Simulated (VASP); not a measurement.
# CaB6 (Pm-3m) in VASP: further runs

CaB6 is run at these levels: PBE; tasks: relaxation of the atoms.

All numbers are computed with VASP 6.6.1; they aren't measurements. Logs are shortened: lines on timing, memory, paths and dates and some standing lists are left out, and cuts for length are marked.

## 1. The cell of the first run

It takes space group Pm-3m (No. 221, cubic). Conventional cell: a = 4.106 Å, b = 4.106 Å, c = 4.106 Å, α = 90.00°, β = 90.00°, γ = 90.00°. Within 4.2 Å of Ca (site symmetry m-3m) lie 24 B at 3.02 Å and 6 Ca at 4.11 Å. Within 2.2 Å of B (site symmetry 4mm) lie 5 B at 1.66 to 1.73 Å.

## 2. Relaxation of the atoms, PBE (9.89 Å³/atom)

The input, INCAR:

```
ALGO = Normal ; EDIFF = 1E-6
EDIFFG = -0.01 ; ENCUT = 520
GGA = PE ; IBRION = 2
ISIF = 2 ; ISMEAR = 0
LASPH = True ; LCHARG = False
LREAL = False ; LWAVE = False
NELM = 60 ; NSW = 50
PREC = Accurate ; SIGMA = 0.01
```

The input, KPOINTS:

```
k-points
0
Gamma
  8 8 8
```

The input, POSCAR:

```
CaB6
1.0
    4.1058333022      0.0000000000      0.0000000000
    0.0000000000      4.1058333022      0.0000000000
    0.0000000000      0.0000000000      4.1058333022
Ca B
1 6
Direct
    0.5000000000      0.5000000000      0.5000000000
    0.0000000000      0.0000000000      0.2982058821
    0.0000000000      0.0000000000      0.7017941179
    0.2982058821      0.0000000000      0.0000000000
    0.7017941179      0.0000000000      0.0000000000
    0.0000000000      0.2982058821      0.0000000000
    0.0000000000      0.7017941179      0.0000000000
```

Potentials or basis: VASP PAW PBE potentials, release 64 (Ca_sv, B).

The run is started by

```console
> cat potpaw_PBE.64/Ca_sv/POTCAR potpaw_PBE.64/B/POTCAR > POTCAR
> mpirun -np 1 vasp_std > vasp.out
```

OUTCAR:

```text
EDIFF = 1E-6
   EDIFFG = -0.01
   ENCUT = 520
   GGA = PE
   IBRION = 2
   ISIF = 2
   ISMEAR = 0
   LASPH = True
   LREAL = False
   NELM = 60
   NSW = 50
   PREC = Accurate

 ion  position               nearest neighbor table
   1  0.500  0.500  0.500-
   2  0.000  0.000  0.298-   3 1.66   4 1.73   5 1.73   6 1.73   7 1.73
   3  0.000  0.000  0.702-   2 1.66   4 1.73   5 1.73   6 1.73   7 1.73
   4  0.298  0.000  0.000-   5 1.66   3 1.73   2 1.73   6 1.73   7 1.73
   5  0.702  0.000  0.000-   4 1.66   3 1.73   2 1.73   6 1.73   7 1.73
   6  0.000  0.298  0.000-   7 1.66   3 1.73   4 1.73   5 1.73   2 1.73
   7  0.000  0.702  0.000-   6 1.66   3 1.73   4 1.73   5 1.73   2 1.73

  LATTYP: Found a simple cubic cell.
 ALAT       =     4.1058333022

  Lattice vectors:

 A1 = (   4.1058333022,   0.0000000000,   0.0000000000)
 A2 = (   0.0000000000,   4.1058333022,   0.0000000000)
 A3 = (   0.0000000000,   0.0000000000,   4.1058333022)

Analysis of symmetry for initial positions (statically):
=====================================================================
 Subroutine PRICEL returns:
 Original cell was already a primitive cell.

 Routine SETGRP: Setting up the symmetry group for a
 simple cubic supercell.

 Subroutine GETGRP returns: Found 48 space group operations
 (whereof 48 operations were pure point group operations)
 out of a pool of 48 trial point group operations.

The static configuration has the point symmetry O_h .

Analysis of symmetry for dynamics (positions and initial velocities):
=====================================================================
 Subroutine PRICEL returns:
 Original cell was already a primitive cell.

 Routine SETGRP: Setting up the symmetry group for a
 simple cubic supercell.

 Subroutine GETGRP returns: Found 48 space group operations
 (whereof 48 operations were pure point group operations)
 out of a pool of 48 trial point group operations.

The dynamic configuration has the point symmetry O_h .

 Subroutine INISYM returns: Found 48 space group operations
 (whereof 48 operations are pure point group operations),
 and found     1 'primitive' translations

----------------------------------------------------------------------------------------

                                     Primitive cell

  volume of cell :      69.2156

  direct lattice vectors                    reciprocal lattice vectors
     4.105833302  0.000000000  0.000000000     0.243555918  0.000000000  0.000000000
     0.000000000  4.105833302  0.000000000     0.000000000  0.243555918  0.000000000
     0.000000000  0.000000000  4.105833302     0.000000000  0.000000000  0.243555918

  length of vectors
     4.105833302  4.105833302  4.105833302     0.243555918  0.243555918  0.243555918

  position of ions in fractional coordinates (direct lattice)
     0.500000000  0.500000000  0.500000000
     0.000000000  0.000000000  0.298205882
     0.000000000  0.000000000  0.701794118
     0.298205882  0.000000000  0.000000000
     0.701794118  0.000000000  0.000000000
     0.000000000  0.298205882  0.000000000
     0.000000000  0.701794118  0.000000000

  ion indices of the primitive-cell ions
   primitive index   ion index
                 1           1
                 2           2
                 3           3
                 4           4
                 5           5
                 6           6
                 7           7

----------------------------------------------------------------------------------------

 KPOINTS: k-points

Automatic generation of k-mesh.
 Grid dimensions read from file:
 generate k-points for:    8    8    8

 Generating k-lattice:

  Cartesian coordinates                     Fractional coordinates (reciprocal lattice)
     0.030444490  0.000000000  0.000000000     0.125000000  0.000000000  0.000000000
     0.000000000  0.030444490  0.000000000     0.000000000  0.125000000  0.000000000
     0.000000000  0.000000000  0.030444490     0.000000000  0.000000000  0.125000000

  Length of vectors
     0.030444490  0.030444490  0.030444490

  Shift w.r.t. Gamma in fractional coordinates (k-lattice)
     0.000000000  0.000000000  0.000000000

 Subroutine IBZKPT returns following result:
 ===========================================

 Found     35 irreducible k-points:

 Following reciprocal coordinates:
            Coordinates               Weight
  0.000000  0.000000  0.000000      1.000000
  0.125000  0.000000  0.000000      6.000000
  0.250000  0.000000  0.000000      6.000000
  0.375000  0.000000  0.000000      6.000000
  0.500000  0.000000  0.000000      3.000000
  0.125000  0.125000  0.000000     12.000000
[... 16 lines left out ...]
  0.375000  0.375000  0.125000     24.000000
  0.500000  0.375000  0.125000     24.000000
 [... further k-points ...]
   k-points           NKPTS =     35   k-points in BZ     NKDIM =     35   number of bands    NBANDS=     18
   number of dos      NEDOS =    301   number of ions     NIONS =      7
   total plane-waves  NPLWV =  32768
   dimension x,y,z NGX =    32 NGY =   32 NGZ =   32
   dimension x,y,z NGXF=    64 NGYF=   64 NGZF=   64
   ions per type =               1   6
   NGX,Y,Z   is equivalent  to a cutoff of  12.96, 12.96, 12.96 a.u.
   NGXF,Y,Z  is equivalent  to a cutoff of  25.91, 25.91, 25.91 a.u.
 SYSTEM =  unknown system
   PREC   = accura    normal or accurate (medium, high low for compatibility)
   ISTART =      0    job   : 0-new  1-cont  2-samecut
   ICHARG =      2    charge: 1-file 2-atom 10-const
   ISPIN  =      1    spin polarized calculation?
   LNONCOLLINEAR =      F non collinear calculations
   LSORBIT =      F    spin-orbit coupling
   LASPH  =      T    aspherical Exc in radial PAW
   ENCUT  =  520.0 eV  38.22 Ry    6.18 a.u.   7.63  7.63  7.63*2*pi/ulx,y,z
   NELM   =     60;   NELMIN=  2; NELMDL= -5     # of ELM steps
   EDIFF  = 0.1E-05   stopping-criterion for ELM
   LREAL  =      F    real-space projection
   EDIFFG = -.1E-01   stopping-criterion for IOM
   NSW    =     50    number of steps for IOM
   IBRION =      2    ionic relax: 0-MD 1-quasi-New 2-CG
   NFREE  =      1    steps in history (QN), initial steepest desc. (CG)
   ISIF   =      2    stress and relaxation
   ISYM   =      2    0-nonsym 1-usesym 2-fastsym
   POTIM  = 0.5000    time-step for ionic-motion
   TEBEG  =    0.0;   TEEND  =   0.0 temperature during run
   PSTRESS=    0.0 pullay stress
   NELECT =      28.0000    total number of electrons
   NUPDOWN=      -1.0000    fix difference up-down
   EMIN   =  10.00;   EMAX   =-10.00  energy-range for DOS
   EFERMI =   0.00;   METHOD = LEGACY
   ISMEAR =     0;   SIGMA  =   0.01  broadening in eV -4-tet -1-fermi 0-gaus
   EFERMI_NEDOS =   21; number of points for ismear=-14 and -15
   IALGO  =     38    algorithm
   IMIX   =      4    mixing-type and parameters
     AMIX     =   0.40;   BMIX     =  1.00
     AMIX_MAG =   1.60;   BMIX_MAG =  1.00
  volume/ion in A,a.u.               =       9.89        66.73
  Fermi-wavevector in a.u.,A,eV,Ry     =   1.210764  2.288012 19.945456  1.465950
  Thomas-Fermi vector in A             =   2.346301
   LORBIT       =      0    0 simple, 1 ext, 2 COOP (PROOUT), +10 PAW based schemes
   GGA     = PE    functional components
   LHFCALC =     F    Hartree Fock is set to
   AEXX    =    0.0000 exact exchange contribution
   IVDW    =     0    specifies the selected vdW correction
   LEPSILON=     F    determine dielectric tensor
   LRPA    =     F    only Hartree local field effects (RPA)
 conjugate gradient relaxation of ions
 non-spin polarized calculation
 Gauss-broadening in eV      SIGMA  =   0.01
  energy-cutoff  :      520.00
  volume of cell :       69.22
 maximum number of plane-waves:      1888
 NGX is ok and might be reduce to    32
   NGX = 15   NGY = 15   NGZ = 15

--------------------------------------- Ionic step        1  -------------------------------------------

 number of electron      28.0000003 magnetization

 Free energy of the ion-electron system (eV)
  ---------------------------------------------------
  ext. energy  EPLUGINS =         0.00000000
  ---------------------------------------------------
  free energy    TOTEN  =       -44.98106313 eV

  energy without entropy =      -44.98106313  energy(sigma->0) =      -44.98106313

------------------------ aborting loop because EDIFF is reached ----------------------------------------

  FORCE on cell =-STRESS in cart. coord.  units (eV):
  Direction    XX          YY          ZZ          XY          YZ          ZX
  --------------------------------------------------------------------------------------
  -------------------------------------------------------------------------------------
  Total        2.2108114      2.2108114      2.2108114      0.0000000     -0.0000000      0.0000000
  in kB       51.1750567     51.1750567     51.1750567      0.0000000     -0.0000000      0.0000000
  external PRESSURE =      51.1750567 kB  Pullay stress =       0.0000000 kB
[... 67 lines left out ...]
  energy  without entropy=      -44.9749598760  energy(sigma->0) =      -44.97502552

--------------------------------------- Ionic step        3  -------------------------------------------

 number of electron      28.0000003 magnetization

 Free energy of the ion-electron system (eV)
  ---------------------------------------------------
  ext. energy  EPLUGINS =         0.00000000
  ---------------------------------------------------
  free energy    TOTEN  =       -44.98234075 eV

  energy without entropy =      -44.98234075  energy(sigma->0) =      -44.98234075

 E-fermi :   4.9083     XC(G=0): -10.6927

 val. band max:        4.8732182193   @ k =   0.3750   0.0000   0.0000
 cond. band min:       4.9424657221   @ k =   0.5000   0.0000   0.0000
 fundamental gap:      0.0692475027
 Fermi energy:         4.9083323059

 k-point     1 :       0.0000    0.0000    0.0000
  band No.  band energies     occupation
      1     -36.2128      2.00000
      2     -17.2035      2.00000
      3     -17.2035      2.00000
      4     -17.2035      2.00000
      5      -9.7605      2.00000
      6      -2.1517      2.00000
[... 10 lines left out ...]
     17       7.6944      0.00000
     18       8.2788      0.00000
[... 466 lines left out ...]
      2     -17.2565      2.00000
      3     -17.2458      2.00000
      4     -17.1980      2.00000
      5      -9.1277      2.00000
      6      -4.0908      2.00000
[... 10 lines left out ...]
     17       9.2916      0.00000
     18       9.5939      0.00000

 [... further k-points ...]

------------------------ aborting loop because EDIFF is reached ----------------------------------------

  FORCE on cell =-STRESS in cart. coord.  units (eV):
  Direction    XX          YY          ZZ          XY          YZ          ZX
  --------------------------------------------------------------------------------------
  -------------------------------------------------------------------------------------
  Total        2.1374585      2.1374585      2.1374585      0.0000000     -0.0000000      0.0000000
  in kB       49.4771120     49.4771120     49.4771120      0.0000000     -0.0000000      0.0000000
  external PRESSURE =      49.4771120 kB  Pullay stress =       0.0000000 kB
[... 22 lines left out ...]
  FREE ENERGIE OF THE ION-ELECTRON SYSTEM (eV)
  ---------------------------------------------------
  free  energy   TOTEN  =       -44.9823407507 eV

  energy  without entropy=      -44.9823407501  energy(sigma->0) =      -44.98234075

 reached required accuracy - stopping structural energy minimisation
```

Wall time 56 s (1 thread of Intel Xeon Platinum 8259CL at 2.50GHz (Skylake/Cascade Lake), shared host); peak memory 0.2 GiB.

What came out:

```
Free energy                  : -44.9823 eV
Energy gained by relaxing    : 0.2 meV/atom
Ionic steps                  : 3
Pressure after relaxing      : 4.9 GPa
Largest force after relaxing : 0.007 eV/Å
Band gap on the k mesh       : 0.07 eV (least direct gap 0.10 eV)
```

Forces in eV/Å, atoms in the order of the input:
```
Ca   0.000  0.000  0.000
B    0.000  0.000  0.007
B    0.000  0.000 -0.007
B    0.007  0.000  0.000
B   -0.007  0.000  0.000
B    0.000  0.007  0.000
B    0.000 -0.007  0.000
```

Step by step:
| step | energy change (eV) | largest force (eV/Å) | pressure (GPa) |
| --- | --- | --- | --- |
| 1 | 0.0000 | 0.1728 | 5.12 |
| 2 | 0.0060 | 0.3903 | 4.54 |
| 3 | -0.0013 | 0.0072 | 4.95 |

Final structure:
```yaml
crystal:
  lattice:
    - [4.10583, 0.00000, 0.00000]
    - [0.00000, 4.10583, 0.00000]
    - [0.00000, 0.00000, 4.10583]
  atoms:
    - { symbol: Ca, position: [0.50000, 0.50000, 0.50000] }
    - { symbol: B, position: [0.00000, 0.00000, 0.29878] }
    - { symbol: B, position: [0.00000, 0.00000, 0.70122] }
    - { symbol: B, position: [0.29878, 0.00000, 0.00000] }
    - { symbol: B, position: [0.70122, 0.00000, 0.00000] }
    - { symbol: B, position: [0.00000, 0.29878, 0.00000] }
    - { symbol: B, position: [0.00000, 0.70122, 0.00000] }
```

(Continued in part 2 of 2.)
